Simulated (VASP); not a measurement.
CsSnBr3:

```
Cs Sn Br
1.0
     5.90736    0.00000    0.00000
     0.00000    5.90736    0.00000
     0.00000    0.00000    5.90736
Cs Sn Br
1 1 3
Direct
  0.00000 0.00000 0.00000
  0.50000 0.50000 0.50000
  0.50000 0.50000 0.00000
  0.50000 0.00000 0.50000
  0.00000 0.50000 0.50000
```

- Program: VASP 6.6.1
- Task: relaxation of cell and atoms
- Functional: LDA
- Potentials or basis: VASP PAW LDA potentials, release 64 (Cs_sv, Sn_d, Br)
- Cutoff: 500 eV
- k mesh: 4 × 4 × 4
- Occupations: fermi-dirac, width 0.02 eV
- Spin: no spin polarisation

At the start: pressure -2.3 GPa; volume 41.23 Å³/atom.

Task: Where does the relaxation end?

Result: Over 4 steps the energy falls by 35.4 meV/atom and the volume is 36.59 Å³/atom (-11.3 %); space group Pm-3m (No. 221, to 0.05 Å).

Step by step:
```
step  energy change (eV)  largest force (eV/Å)  pressure (GPa)  volume (Å³)
   1              0.0000                0.0000           -2.29       206.15
   2             -0.1641                0.0000           -0.66       189.08
   3             -0.1763                0.0000           -0.14       184.22
   4             -0.1769                0.0000            0.01       182.95
```

Final structure:
```
Cs Sn Br
1.0
     5.67687    0.00000    0.00000
     0.00000    5.67687    0.00000
     0.00000    0.00000    5.67687
Cs Sn Br
1 1 3
Direct
  0.00000 0.00000 0.00000
  0.50000 0.50000 0.50000
  0.50000 0.50000 0.00000
  0.50000 0.00000 0.50000
  0.00000 0.50000 0.50000
```
